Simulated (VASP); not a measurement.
# NaCl (I4/mmm) in VASP: notebook

Runs on NaCl. Level: r2SCAN. Tasks: single point.

All numbers are computed with VASP 6.6.1; they aren't measurements. Logs are shortened: lines on timing, memory, paths and dates and some standing lists are left out, and cuts for length are marked.

### Step 1. The cell of the first run

Symmetry: I4/mmm, No. 139, tetragonal system. The conventional cell has a = 4.325 Å, b = 4.325 Å, c = 5.210 Å, α = 90.00°, β = 90.00°, γ = 90.00°. Na (site symmetry 4/mmm) has 6 Cl at 2.61 to 3.06 Å within 3.4 Å. Cl (site symmetry 4/mmm) has 6 Na at 2.61 to 3.06 Å within 3.4 Å.

### Step 2. Single point, r2SCAN (strain +0.080 along x and y, -0.080 along z)

Input file POSCAR:

```
NaCl
1.0
    0.0000000000      3.0582900000      2.6052100000
    3.0582900000      0.0000000000      2.6052100000
    3.0582900000      3.0582900000      0.0000000000
Na Cl
1 1
Direct
    0.0000000000      0.0000000000      0.0000000000
    0.5000000000      0.5000000000      0.5000000000
```

Input file INCAR.step1:

```
PREC = Accurate ; ENCUT = 520
ISMEAR = 0 ; SIGMA = 0.05
LREAL = False ; LASPH = True
NELM = 60 ; NBANDS = 14
GGA = PE ; ALGO = Normal
EDIFF = 1E-4 ; LWAVE = True
LCHARG = False
```

Input file INCAR.step2:

```
PREC = Accurate ; ENCUT = 520
EDIFF = 1E-7 ; ISMEAR = 0
SIGMA = 0.05 ; LREAL = False
LASPH = True ; NELM = 60
ALGO = Normal ; ISIF = 2
LWAVE = False ; LCHARG = False
METAGGA = R2SCAN ; LMIXTAU = True
NBANDS = 14 ; ISTART = 1
```

Input file KPOINTS:

```
Automatic mesh
0
Gamma
  8 8 8
```

Potentials or basis: VASP PAW PBE potentials, release 64 (Na_pv, Cl).

Command:

```console
> cat potpaw_PBE.64/Na_pv/POTCAR potpaw_PBE.64/Cl/POTCAR > POTCAR
> cp INCAR.step1 INCAR
> mpirun -np 1 vasp_std > vasp.out
> cp INCAR.step2 INCAR
> mpirun -np 1 vasp_std > vasp.out
```

OUTCAR:

```text
PREC = Accurate
   ENCUT = 520
   EDIFF = 1E-7
   ISMEAR = 0
   LREAL = False
   LASPH = True
   NELM = 60
   ISIF = 2
   METAGGA = R2SCAN
   ISTART = 1

 ion  position               nearest neighbor table
   1  0.000  0.000  0.000-   2 2.61   2 2.61
   2  0.500  0.500  0.500-   1 2.61   1 2.61

  LATTYP: Found a body centered tetragonal cell.
 ALAT       =     4.3250751957
 C/A-ratio  =     1.2047004420

  Lattice vectors:

 A1 = (   0.0000000000,  -3.0582900000,  -2.6052100000)
 A2 = (   0.0000000000,   3.0582900000,  -2.6052100000)
 A3 = (   3.0582900000,   0.0000000000,   2.6052100000)

Analysis of symmetry for initial positions (statically):
=====================================================================
 Subroutine PRICEL returns:
 Original cell was already a primitive cell.

 Routine SETGRP: Setting up the symmetry group for a
 body centered tetragonal supercell.

 Subroutine GETGRP returns: Found 16 space group operations
 (whereof 16 operations were pure point group operations)
 out of a pool of 16 trial point group operations.

The static configuration has the point symmetry D_4h.

Analysis of symmetry for dynamics (positions and initial velocities):
=====================================================================
 Subroutine PRICEL returns:
 Original cell was already a primitive cell.

 Routine SETGRP: Setting up the symmetry group for a
 body centered tetragonal supercell.

 Subroutine GETGRP returns: Found 16 space group operations
 (whereof 16 operations were pure point group operations)
 out of a pool of 16 trial point group operations.

The dynamic configuration has the point symmetry D_4h.

 Subroutine INISYM returns: Found 16 space group operations
 (whereof 16 operations are pure point group operations),
 and found     1 'primitive' translations

----------------------------------------------------------------------------------------

                                     Primitive cell

  volume of cell :      48.7338

  direct lattice vectors                    reciprocal lattice vectors
     0.000000000  3.058290000  2.605210000    -0.163490055  0.163490055  0.191923108
     3.058290000  0.000000000  2.605210000     0.163490055 -0.163490055  0.191923108
     3.058290000  3.058290000  0.000000000     0.163490055  0.163490055 -0.191923108

  length of vectors
     4.017493854  4.017493854  4.325075196     0.300487064  0.300487064  0.300487064

  position of ions in fractional coordinates (direct lattice)
     0.000000000  0.000000000  0.000000000
     0.500000000  0.500000000  0.500000000

  ion indices of the primitive-cell ions
   primitive index   ion index
                 1           1
                 2           2

----------------------------------------------------------------------------------------

 KPOINTS: Automatic mesh

Automatic generation of k-mesh.
 Grid dimensions read from file:
 generate k-points for:    8    8    8

 Generating k-lattice:

  Cartesian coordinates                     Fractional coordinates (reciprocal lattice)
    -0.020436257  0.020436257  0.023990388     0.125000000  0.000000000  0.000000000
     0.020436257 -0.020436257  0.023990388     0.000000000  0.125000000  0.000000000
     0.020436257  0.020436257 -0.023990388     0.000000000  0.000000000  0.125000000

  Length of vectors
     0.037560883  0.037560883  0.037560883

  Shift w.r.t. Gamma in fractional coordinates (k-lattice)
     0.000000000  0.000000000  0.000000000

 Subroutine IBZKPT returns following result:
 ===========================================

 Found     59 irreducible k-points:

 Following reciprocal coordinates:
            Coordinates               Weight
  0.000000  0.000000  0.000000      1.000000
  0.125000  0.000000  0.000000      8.000000
  0.250000  0.000000  0.000000      8.000000
  0.375000  0.000000  0.000000      8.000000
  0.500000  0.000000  0.000000      4.000000
  0.125000  0.125000  0.000000      2.000000
[... 16 lines left out ...]
  0.250000  0.000000  0.125000     16.000000
  0.375000  0.000000  0.125000     16.000000
 [... further k-points ...]
   k-points           NKPTS =     59   k-points in BZ     NKDIM =     59   number of bands    NBANDS=     14
   number of dos      NEDOS =    301   number of ions     NIONS =      2
   total plane-waves  NPLWV =  28800
   dimension x,y,z NGX =    30 NGY =   30 NGZ =   32
   dimension x,y,z NGXF=    60 NGYF=   60 NGZF=   64
   ions per type =               1   1
   NGX,Y,Z   is equivalent  to a cutoff of  12.41, 12.41, 12.30 a.u.
   NGXF,Y,Z  is equivalent  to a cutoff of  24.83, 24.83, 24.60 a.u.
 SYSTEM =  unknown system
   PREC   = accura    normal or accurate (medium, high low for compatibility)
   ISTART =      1    job   : 0-new  1-cont  2-samecut
   ICHARG =      0    charge: 1-file 2-atom 10-const
   ISPIN  =      1    spin polarized calculation?
   LNONCOLLINEAR =      F non collinear calculations
   LSORBIT =      F    spin-orbit coupling
   LASPH  =      T    aspherical Exc in radial PAW
   ENCUT  =  520.0 eV  38.22 Ry    6.18 a.u.   7.47  7.47  8.04*2*pi/ulx,y,z
   NELM   =     60;   NELMIN=  2; NELMDL=  0     # of ELM steps
   EDIFF  = 0.1E-06   stopping-criterion for ELM
   LREAL  =      F    real-space projection
   EDIFFG = 0.1E-05   stopping-criterion for IOM
   NSW    =      0    number of steps for IOM
   IBRION =     -1    ionic relax: 0-MD 1-quasi-New 2-CG
   NFREE  =      0    steps in history (QN), initial steepest desc. (CG)
   ISIF   =      2    stress and relaxation
   ISYM   =      2    0-nonsym 1-usesym 2-fastsym
   POTIM  = 0.5000    time-step for ionic-motion
   TEBEG  =    0.0;   TEEND  =   0.0 temperature during run
   PSTRESS=    0.0 pullay stress
   NELECT =      14.0000    total number of electrons
   NUPDOWN=      -1.0000    fix difference up-down
   EMIN   =  10.00;   EMAX   =-10.00  energy-range for DOS
   EFERMI =   0.00;   METHOD = LEGACY
   ISMEAR =     0;   SIGMA  =   0.05  broadening in eV -4-tet -1-fermi 0-gaus
   EFERMI_NEDOS =   21; number of points for ismear=-14 and -15
   IALGO  =     38    algorithm
   IMIX   =      4    mixing-type and parameters
     AMIX     =   0.40;   BMIX     =  1.00
     AMIX_MAG =   1.60;   BMIX_MAG =  1.00
  volume/ion in A,a.u.               =      24.37       164.44
  Fermi-wavevector in a.u.,A,eV,Ry     =   1.080208  2.041298 15.875956  1.166850
  Thomas-Fermi vector in A             =   2.216193
   LORBIT       =      0    0 simple, 1 ext, 2 COOP (PROOUT), +10 PAW based schemes
   METAGGA = R2SCAN    functional components
   LHFCALC =     F    Hartree Fock is set to
   AEXX    =    0.0000 exact exchange contribution
   IVDW    =     0    specifies the selected vdW correction
   LEPSILON=     F    determine dielectric tensor
   LRPA    =     F    only Hartree local field effects (RPA)
 non-spin polarized calculation
 Gauss-broadening in eV      SIGMA  =   0.05
  energy-cutoff  :      520.00
  volume of cell :       48.73
 maximum number of plane-waves:      1339
 NGX is ok and might be reduce to    30
   NGX = 15   NGY = 15   NGZ = 17

 number of electron      13.9999988 magnetization

 Free energy of the ion-electron system (eV)
  ---------------------------------------------------
  ext. energy  EPLUGINS =         0.00000000
  ---------------------------------------------------
  free energy    TOTEN  =       -13.65913043 eV

  energy without entropy =      -13.65913043  energy(sigma->0) =      -13.65913043

 E-fermi :  -1.2480     XC(G=0):  -8.2287

 val. band max:       -1.5840472540   @ k =   0.0000   0.0000   0.0000
 cond. band min:       3.9694246172   @ k =   0.0000   0.0000   0.0000
 fundamental gap:      5.5534718712
 Fermi energy:        -1.2479608859

 k-point     1 :       0.0000    0.0000    0.0000
  band No.  band energies     occupation
      1     -23.2527      2.00000
      2     -23.2526      2.00000
      3     -23.2346      2.00000
      4     -14.7025      2.00000
      5      -1.7576      2.00000
      6      -1.5840      2.00000
      7      -1.5840      2.00000
      8       3.9694      0.00000
      9       9.8149      0.00000
     10       9.8149      0.00000
     11      10.9165      0.00000
     12      11.2514      0.00000
     13      13.0531      0.00000
     14      13.8007      0.00000

 k-point     2 :       0.1250    0.0000    0.0000
  band No.  band energies     occupation
      1     -23.2541      2.00000
      2     -23.2533      2.00000
      3     -23.2365      2.00000
      4     -14.6623      2.00000
      5      -1.9906      2.00000
      6      -1.6826      2.00000
      7      -1.6408      2.00000
      8       4.4206      0.00000
      9       9.5049      0.00000
     10       9.9211      0.00000
     11      10.7825      0.00000
     12      11.1862      0.00000
     13      12.6583      0.00000
     14      14.6784      0.00000

 k-point     3 :       0.2500    0.0000    0.0000
  band No.  band energies     occupation
      1     -23.2590      2.00000
      2     -23.2545      2.00000
      3     -23.2397      2.00000
      4     -14.5630      2.00000
      5      -2.6046      2.00000
      6      -1.7722      2.00000
      7      -1.7521      2.00000
      8       5.3611      0.00000
      9       8.8902      0.00000
     10       9.7143      0.00000
     11      11.0953      0.00000
     12      11.9041      0.00000
     13      12.4251      0.00000
     14      14.7779      0.00000
[... 324 lines left out ...]
 k-point    23 :       0.2500    0.0000    0.1250
  band No.  band energies     occupation
      1     -23.2581      2.00000
      2     -23.2538      2.00000
      3     -23.2377      2.00000
      4     -14.5912      2.00000
      5      -2.3875      2.00000
      6      -1.8775      2.00000
      7      -1.7234      2.00000
      8       5.3206      0.00000
      9       8.7460      0.00000
     10       9.7927      0.00000
     11      11.0259      0.00000
     12      11.3037      0.00000
     13      12.8650      0.00000
     14      15.5307      0.00000

 k-point    24 :       0.3750    0.0000    0.1250
  band No.  band energies     occupation
      1     -23.2627      2.00000
      2     -23.2554      2.00000
      3     -23.2407      2.00000
      4     -14.4908      2.00000
      5      -2.9088      2.00000
      6      -1.9706      2.00000
      7      -1.8466      2.00000
      8       6.1694      0.00000
      9       8.6491      0.00000
     10       9.2325      0.00000
     11      11.0591      0.00000
     12      12.5017      0.00000
     13      13.6808      0.00000
     14      15.2795      0.00000

 [... further k-points ...]

------------------------ aborting loop because EDIFF is reached ----------------------------------------

  FORCE on cell =-STRESS in cart. coord.  units (eV):
  Direction    XX          YY          ZZ          XY          YZ          ZX
  --------------------------------------------------------------------------------------
  -------------------------------------------------------------------------------------
  Total       -0.9286640     -0.9286640      1.0825260      0.0000000      0.0000000      0.0000000
  in kB      -30.5308654    -30.5308654     35.5892507      0.0000000      0.0000000      0.0000000
  external PRESSURE =      -8.4908267 kB  Pullay stress =       0.0000000 kB

 VOLUME and BASIS-vectors are now :
 -----------------------------------------------------------------------------
  energy-cutoff  :      520.00
  volume of cell :       48.73
      direct lattice vectors                 reciprocal lattice vectors
     0.000000000  3.058290000  2.605210000    -0.163490055  0.163490055  0.191923108
     3.058290000  0.000000000  2.605210000     0.163490055 -0.163490055  0.191923108
     3.058290000  3.058290000  0.000000000     0.163490055  0.163490055 -0.191923108

 POSITION                                       TOTAL-FORCE (eV/Angst)
 -----------------------------------------------------------------------------------
      0.00000      0.00000      0.00000         0.000000      0.000000     -0.000000
      3.05829      3.05829      2.60521         0.000000      0.000000      0.000000
 -----------------------------------------------------------------------------------
    total drift:                                0.000000      0.000000      0.000000

  FREE ENERGIE OF THE ION-ELECTRON SYSTEM (eV)
  ---------------------------------------------------
  free  energy   TOTEN  =       -13.6591304303 eV

  energy  without entropy=      -13.6591304303  energy(sigma->0) =      -13.65913043
```

It took 91 s on 1 thread of Intel Xeon Platinum 8488C (Sapphire Rapids), shared host; peak memory 0.18 GiB.

What came out:

```
Free energy            : -13.6591 eV
Pressure               : -0.8 GPa
Band gap on the k mesh : 5.55 eV
```

Stress tensor (GPa, compression positive):
```
-3.05  0.00  0.00
 0.00 -3.05  0.00
 0.00  0.00  3.56
```

Caveat: the cell differs from its parent crystal (strain +0.080 along x and y, -0.080 along z); the PAW data sets were made with another functional, which shifts forces and pressure a little. A k mesh can miss the band edges.

[end of part 1 of 2]
